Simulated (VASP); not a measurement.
RbBr: vibrations by perturbation theory with PBEsol

Crystal: RbBr.

```
Rb Br
1.0
     3.35979    0.00000    0.00000
     0.00000    3.35979    0.00000
     0.00000    0.00000    3.35979
Rb Br
1 1
Direct
  0.00000 0.00000 0.00000
  0.50000 0.50000 0.50000
```

| Item | Value |
| --- | --- |
| Program | VASP 6.6.1 |
| Task | vibrations by perturbation theory |
| Functional | PBEsol |
| Potentials or basis | VASP PAW PBE potentials, release 64 (Rb_sv, Br) |
| Cutoff | 520 eV |
| k mesh | 6 × 6 × 6 |
| Occupations | gaussian, width 0.01 eV |
| Spin | no spin polarisation |
| Dipole correction | no |
| Further INCAR settings | ALGO = Normal; EDIFF = 1e-08; NBANDS = 15; IBRION = 8; NSW = 1 |

The electronic dielectric tensor (diagonal) is 4.66, the born charges (mean of the diagonal) is Rb +1.27; Br -1.27 e and the highest phonon frequency at Γ, LO-TO splitting left out is 241 cm⁻¹.

Phonon frequencies in cm⁻¹ (negative: imaginary):
```
              q point        frequencies
(0.000, 0.000, 0.000)  0 0 0 241 241 241
```

Electronic dielectric tensor:
```
4.66 0.00 0.00
0.00 4.66 0.00
0.00 0.00 4.66
```

Born effective charge tensors (e):
atom 1, Rb
```
1.27 0.00 0.00
0.00 1.27 0.00
0.00 0.00 1.27
```
atom 2, Br
```
-1.27  0.00  0.00
 0.00 -1.27  0.00
 0.00  0.00 -1.27
```

Run time: 3.1 min on 1 thread of Intel(R) Xeon(R) 6975P-C (Granite Rapids) (shared host), peak memory 0.2 GiB.

Caveat: the cell wasn't relaxed at this level first, which shifts response properties.
